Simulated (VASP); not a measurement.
# As (R-3m) in VASP: notebook

The runs below take As through single point, with PBE.

Everything below comes from runs of VASP 6.6.1. Logs are shortened: lines on timing, memory, paths and dates and some standing lists are left out, and cuts for length are marked.

## Step 1: The cell of the first run

It takes space group R-3m (No. 166, trigonal). The conventional cell has a = 3.822 Å, b = 3.822 Å, c = 10.662 Å, α = 90.00°, β = 90.00°, γ = 120.00°. As (site symmetry 3m) has 6 As at 2.55 to 3.17 Å within 3.4 Å.

## Step 2: Single point, PBE

File INCAR:

```
SYSTEM = As
PREC = Accurate ; ENCUT = 520
EDIFF = 1E-6 ; ISMEAR = 0
SIGMA = 0.05 ; LREAL = .False.
LASPH = .True. ; NELM = 100
ALGO = Normal ; ISIF = 2
LWAVE = .False. ; LCHARG = .False.
GGA = PE ; NBANDS = 12
```

File KPOINTS:

```
Automatic mesh
0
Gamma
  6 6 6
  0 0 0
```

File POSCAR:

```
As
1.0
    1.9108147899      1.1032094333      3.5541020418
   -1.9108147899      1.1032094333      3.5541020418
    0.0000000000     -2.2064188667      3.5541020418
As
2
Direct
    0.2263663042      0.2263663042      0.2263663042
    0.7736336958      0.7736336958      0.7736336958
```

Potentials or basis: VASP PAW PBE potentials, release 64 (As).

Started as:

```
cat potpaw_PBE.64/As/POTCAR > POTCAR
mpirun -np 1 vasp_std > vasp.out
```

OUTCAR:

```text
SYSTEM = As
   PREC = Accurate
   ENCUT = 520
   EDIFF = 1E-6
   ISMEAR = 0
   LREAL = .False.
   LASPH = .True.
   NELM = 100
   ISIF = 2
   GGA = PE

 ion  position               nearest neighbor table
   1  0.226  0.226  0.226-   2 2.55   2 2.55   2 2.55
   2  0.774  0.774  0.774-   1 2.55   1 2.55   1 2.55

  LATTYP: Found a trigonal (rhomboedric) cell.
 ALAT       =     4.1832912328
 COS(alpha) =     0.5827167203

  Lattice vectors:

 A1 = (   1.9108147899,   1.1032094333,   3.5541020418)
 A2 = (  -1.9108147899,   1.1032094333,   3.5541020418)
 A3 = (   0.0000000000,  -2.2064188667,   3.5541020418)

Analysis of symmetry for initial positions (statically):
=====================================================================
 Subroutine PRICEL returns:
 Original cell was already a primitive cell.

 Routine SETGRP: Setting up the symmetry group for a
 trigonal (rhombohedral) supercell.

 Subroutine GETGRP returns: Found 12 space group operations
 (whereof 12 operations were pure point group operations)
 out of a pool of 12 trial point group operations.

The static configuration has the point symmetry D_3d.

Analysis of symmetry for dynamics (positions and initial velocities):
=====================================================================
 Subroutine PRICEL returns:
 Original cell was already a primitive cell.

 Routine SETGRP: Setting up the symmetry group for a
 trigonal (rhombohedral) supercell.

 Subroutine GETGRP returns: Found 12 space group operations
 (whereof 12 operations were pure point group operations)
 out of a pool of 12 trial point group operations.

The dynamic configuration has the point symmetry D_3d.

 Subroutine INISYM returns: Found 12 space group operations
 (whereof 12 operations are pure point group operations),
 and found     1 'primitive' translations

----------------------------------------------------------------------------------------

                                     Primitive cell

  volume of cell :      44.9529

  direct lattice vectors                    reciprocal lattice vectors
     1.910814790  1.103209433  3.554102042     0.261668479  0.151074367  0.093788341
    -1.910814790  1.103209433  3.554102042    -0.261668479  0.151074367  0.093788341
     0.000000000 -2.206418867  3.554102042     0.000000000 -0.302148734  0.093788341

  length of vectors
     4.183291233  4.183291233  4.183291233     0.316370211  0.316370211  0.316370211

  position of ions in fractional coordinates (direct lattice)
     0.226366304  0.226366304  0.226366304
     0.773633696  0.773633696  0.773633696

  ion indices of the primitive-cell ions
   primitive index   ion index
                 1           1
                 2           2

----------------------------------------------------------------------------------------

 KPOINTS: Automatic mesh

Automatic generation of k-mesh.
 Grid dimensions read from file:
 generate k-points for:    6    6    6

 Generating k-lattice:

  Cartesian coordinates                     Fractional coordinates (reciprocal lattice)
     0.043611413  0.025179061  0.015631390     0.166666667  0.000000000  0.000000000
    -0.043611413  0.025179061  0.015631390     0.000000000  0.166666667  0.000000000
     0.000000000 -0.050358122  0.015631390     0.000000000  0.000000000  0.166666667

  Length of vectors
     0.052728368  0.052728368  0.052728368

  Shift w.r.t. Gamma in fractional coordinates (k-lattice)
     0.000000000  0.000000000  0.000000000

 Subroutine IBZKPT returns following result:
 ===========================================

 Found     32 irreducible k-points:

 Following reciprocal coordinates:
            Coordinates               Weight
  0.000000  0.000000  0.000000      1.000000
  0.166667 -0.000000 -0.000000      6.000000
  0.333333 -0.000000  0.000000      6.000000
  0.500000 -0.000000 -0.000000      3.000000
  0.166667  0.166667 -0.000000      6.000000
  0.333333  0.166667  0.000000     12.000000
[... 16 lines left out ...]
  0.500000  0.500000  0.166667      6.000000
 -0.333333  0.500000  0.166667     12.000000
 [... further k-points ...]
   k-points           NKPTS =     32   k-points in BZ     NKDIM =     32   number of bands    NBANDS=     12
   number of dos      NEDOS =    301   number of ions     NIONS =      2
   total plane-waves  NPLWV =  32768
   dimension x,y,z NGX =    32 NGY =   32 NGZ =   32
   dimension x,y,z NGXF=    64 NGYF=   64 NGZF=   64
   ions per type =               2
   NGX,Y,Z   is equivalent  to a cutoff of  12.72, 12.72, 12.72 a.u.
   NGXF,Y,Z  is equivalent  to a cutoff of  25.43, 25.43, 25.43 a.u.
 SYSTEM =  As
   PREC   = accura    normal or accurate (medium, high low for compatibility)
   ISTART =      0    job   : 0-new  1-cont  2-samecut
   ICHARG =      2    charge: 1-file 2-atom 10-const
   ISPIN  =      1    spin polarized calculation?
   LNONCOLLINEAR =      F non collinear calculations
   LSORBIT =      F    spin-orbit coupling
   LASPH  =      T    aspherical Exc in radial PAW
   ENCUT  =  520.0 eV  38.22 Ry    6.18 a.u.   7.78  7.78  7.78*2*pi/ulx,y,z
   NELM   =    100;   NELMIN=  2; NELMDL= -5     # of ELM steps
   EDIFF  = 0.1E-05   stopping-criterion for ELM
   LREAL  =      F    real-space projection
[... 7 lines left out ...]
   TEBEG  =    0.0;   TEEND  =   0.0 temperature during run
   PSTRESS=    0.0 pullay stress
   NELECT =      10.0000    total number of electrons
   NUPDOWN=      -1.0000    fix difference up-down
   EMIN   =  10.00;   EMAX   =-10.00  energy-range for DOS
   EFERMI =   0.00;   METHOD = LEGACY
   ISMEAR =     0;   SIGMA  =   0.05  broadening in eV -4-tet -1-fermi 0-gaus
   EFERMI_NEDOS =   21; number of points for ismear=-14 and -15
   IALGO  =     38    algorithm
   IMIX   =      4    mixing-type and parameters
     AMIX     =   0.40;   BMIX     =  1.00
     AMIX_MAG =   1.60;   BMIX_MAG =  1.00
  volume/ion in A,a.u.               =      22.48       151.68
  Fermi-wavevector in a.u.,A,eV,Ry     =   0.991948  1.874510 13.387601  0.983961
  Thomas-Fermi vector in A             =   2.123725
   LORBIT       =      0    0 simple, 1 ext, 2 COOP (PROOUT), +10 PAW based schemes
   GGA     = PE    functional components
   LHFCALC =     F    Hartree Fock is set to
   AEXX    =    0.0000 exact exchange contribution
   IVDW    =     0    specifies the selected vdW correction
   LEPSILON=     F    determine dielectric tensor
   LRPA    =     F    only Hartree local field effects (RPA)
 non-spin polarized calculation
 Gauss-broadening in eV      SIGMA  =   0.05
  energy-cutoff  :      520.00
  volume of cell :       44.95
 maximum number of plane-waves:      1224
   NGX = 15   NGY = 15   NGZ = 15

 number of electron      10.0000000 magnetization

 Free energy of the ion-electron system (eV)
  ---------------------------------------------------
  ext. energy  EPLUGINS =         0.00000000
  ---------------------------------------------------
  free energy    TOTEN  =        -9.38028626 eV

  energy without entropy =       -9.37950266  energy(sigma->0) =       -9.37989446

 E-fermi :   4.9117     XC(G=0):  -9.7848

 val. band max:        4.9117232215   @ k =   0.3333   0.1667   0.1667
 cond. band min:       5.4476927174   @ k =   0.5000  -0.0000  -0.0000
 fundamental gap:      0.5359694959
 Fermi energy:         4.9117232216

 k-point     1 :       0.0000    0.0000    0.0000
  band No.  band energies     occupation
      1      -9.6778      2.00000
      2      -1.0184      2.00000
      3       2.6571      2.00000
      4       3.0400      2.00000
      5       3.0400      2.00000
      6       6.6193      0.00000
      7       7.8299      0.00000
      8       7.8299      0.00000
      9      11.8501      0.00000
     10      11.8501      0.00000
     11      12.2787      0.00000
     12      13.7048      0.00000

 k-point     2 :       0.1667   -0.0000   -0.0000
  band No.  band energies     occupation
      1      -9.3239      2.00000
      2      -2.0811      2.00000
      3       2.5277      2.00000
      4       2.8085      2.00000
      5       3.1873      2.00000
      6       6.7183      0.00000
      7       7.3575      0.00000
      8       7.5196      0.00000
      9      10.7225      0.00000
     10      11.4774      0.00000
     11      11.9243      0.00000
     12      15.4495      0.00000

 k-point     3 :       0.3333   -0.0000    0.0000
  band No.  band energies     occupation
      1      -8.2956      2.00000
      2      -4.2321      2.00000
      3       2.3021      2.00000
      4       2.4359      2.00000
      5       3.8830      2.00000
      6       5.5473      0.00000
      7       6.2471      0.00000
      8       6.7486      0.00000
      9      11.8043      0.00000
     10      12.7827      0.00000
     11      13.8647      0.00000
     12      17.0054      0.00000

 k-point     4 :       0.5000   -0.0000   -0.0000
  band No.  band energies     occupation
      1      -7.0921      2.00000
      2      -5.9059      2.00000
      3       2.2811      2.00000
      4       2.3347      2.00000
      5       4.5881      2.00000
      6       4.6792      2.00000
      7       5.4477      0.00000
      8       6.3881      0.00000
      9      13.9303      0.00000
     10      14.1004      0.00000
     11      16.1519      0.00000
     12      16.3381      0.00000

 k-point     5 :       0.1667    0.1667   -0.0000
  band No.  band energies     occupation
      1      -9.2512      2.00000
      2      -2.1572      2.00000
      3       1.8125      2.00000
      4       2.3790      2.00000
      5       3.9993      2.00000
      6       6.2260      0.00000
      7       7.2106      0.00000
      8       8.4826      0.00000
      9      10.7507      0.00000
     10      12.1899      0.00000
     11      12.7082      0.00000
     12      14.3810      0.00000
[... 228 lines left out ...]
      1      -6.8482      2.00000
      2      -5.4479      2.00000
      3       0.0602      2.00000
      4       0.1778      2.00000
      5       3.8310      2.00000
      6       6.0082      0.00000
      7       9.1279      0.00000
      8       9.3874      0.00000
      9      11.8138      0.00000
     10      12.5360      0.00000
     11      16.8626      0.00000
     12      17.3644      0.00000

 k-point    22 :      -0.1667    0.3333    0.1667
  band No.  band energies     occupation
      1      -7.4628      2.00000
      2      -4.7764      2.00000
      3       0.1582      2.00000
      4       1.3968      2.00000
      5       2.7509      2.00000
      6       6.5580      0.00000
      7       8.2088      0.00000
      8       8.6986      0.00000
      9      11.0129      0.00000
     10      14.6588      0.00000
     11      15.2294      0.00000
     12      16.7635      0.00000

 k-point    23 :       0.5000    0.5000    0.1667
  band No.  band energies     occupation
      1      -7.5830      2.00000
      2      -4.3253      2.00000
      3      -0.7461      2.00000
      4       1.4000      2.00000
      5       2.0452      2.00000
      6       7.2089      0.00000
      7       9.2048      0.00000
      8      10.7828      0.00000
      9      11.2576      0.00000
     10      15.7019      0.00000
     11      16.2723      0.00000
     12      16.6260      0.00000

 k-point    24 :      -0.3333    0.5000    0.1667
  band No.  band energies     occupation
      1      -6.8539      2.00000
      2      -5.0813      2.00000
      3      -0.7754      2.00000
      4       0.1725      2.00000
      5       2.8863      2.00000
      6       7.1778      0.00000
      7       8.8414      0.00000
      8      11.1802      0.00000
      9      11.4991      0.00000
     10      13.5250      0.00000
     11      16.5239      0.00000
     12      17.4942      0.00000

 [... further k-points ...]

------------------------ aborting loop because EDIFF is reached ----------------------------------------

  FORCE on cell =-STRESS in cart. coord.  units (eV):
  Direction    XX          YY          ZZ          XY          YZ          ZX
  --------------------------------------------------------------------------------------
  -------------------------------------------------------------------------------------
  Total        0.0795799      0.0795799      0.0584534      0.0000000     -0.0000000      0.0000000
  in kB        2.8363271      2.8363271      2.0833538      0.0000000     -0.0000000      0.0000000
  external PRESSURE =       2.5853360 kB  Pullay stress =       0.0000000 kB

 VOLUME and BASIS-vectors are now :
 -----------------------------------------------------------------------------
  energy-cutoff  :      520.00
  volume of cell :       44.95
      direct lattice vectors                 reciprocal lattice vectors
     1.910814790  1.103209433  3.554102042     0.261668479  0.151074367  0.093788341
    -1.910814790  1.103209433  3.554102042    -0.261668479  0.151074367  0.093788341
     0.000000000 -2.206418867  3.554102042     0.000000000 -0.302148734  0.093788341

 POSITION                                       TOTAL-FORCE (eV/Angst)
 -----------------------------------------------------------------------------------
      0.00000     -0.00000      2.41359         0.000000     -0.000000      0.047271
      0.00000     -0.00000      8.24872         0.000000      0.000000     -0.047271
 -----------------------------------------------------------------------------------
    total drift:                                0.000000     -0.000000      0.000000

  FREE ENERGIE OF THE ION-ELECTRON SYSTEM (eV)
  ---------------------------------------------------
  free  energy   TOTEN  =        -9.3802862555 eV

  energy  without entropy=       -9.3795026589  energy(sigma->0) =       -9.37989446
```

It took 16 s on 1 thread of AMD EPYC 7R43 (Zen 3), shared host; peak memory 0.14 GiB.

Results:

- Free energy: -9.3803 eV
- Pressure: 0.3 GPa
- Largest force: 0.047 eV/Å
- Band gap on the k mesh: zero (band 5 reaches 4.91 eV, above the bottom of band 6 at 4.68 eV)

Forces on the atoms (eV/Å):
```
As   0.000  0.000  0.047
As   0.000  0.000 -0.047
```

## Step 3: Single point, PBE

File INCAR:

```
SYSTEM = As
PREC = Accurate ; ENCUT = 600
EDIFF = 1E-6 ; ISMEAR = 0
SIGMA = 0.05 ; LREAL = .False.
LASPH = .True. ; NELM = 120
ALGO = Normal ; ISIF = 2
LWAVE = .False. ; LCHARG = .False.
GGA = PE ; NBANDS = 22
GGA_COMPAT = .False.
```

KPOINTS is that of step 2.

POSCAR is that of step 2.

Potentials or basis: VASP PAW PBE potentials, release 64 (As_d).

Started as:

```
cat potpaw_PBE.64/As_d/POTCAR > POTCAR
mpirun -np 1 vasp_std > vasp.out
```

It took 61 s on 1 thread of AMD EPYC 7R13 (Zen 3), shared host; peak memory 0.18 GiB.

Results (log left out):

```yaml
Free_energy: -9.3964 eV
Pressure: 0.1 GPa
Largest_force: 0.014 eV/Å
Band_gap_on_the_k_mesh: zero (band 15 reaches 3.31 eV, above the bottom of band 16 at 3.09 eV)
```

Forces in eV/Å, atoms in the order of the input:
```
As   0.000  0.000  0.014
As   0.000  0.000 -0.014
```

Levels at points of the mesh, in eV from the Fermi level:
| k point | band 12 | band 13 | band 14 | band 15 | band 16 | band 17 | band 18 | band 19 |
| --- | --- | --- | --- | --- | --- | --- | --- | --- |
| (0.00, 0.00, 0.00) | -5.94 | -2.25 | -1.87 | -1.87 | 1.72 | 2.92 | 2.92 | 6.98 |
| (0.50, 0.00, 0.00) | -10.82 | -2.62 | -2.58 | -0.33 | -0.23 | 0.54 | 1.48 | 9.04 |
| (0.50, 0.50, 0.00) | -9.53 | -5.66 | -3.90 | -3.86 | 1.68 | 5.31 | 6.75 | 7.02 |
| (0.50, 0.50, 0.50) | -9.71 | -1.61 | -1.61 | -0.64 | 0.87 | 0.87 | 1.75 | 8.08 |
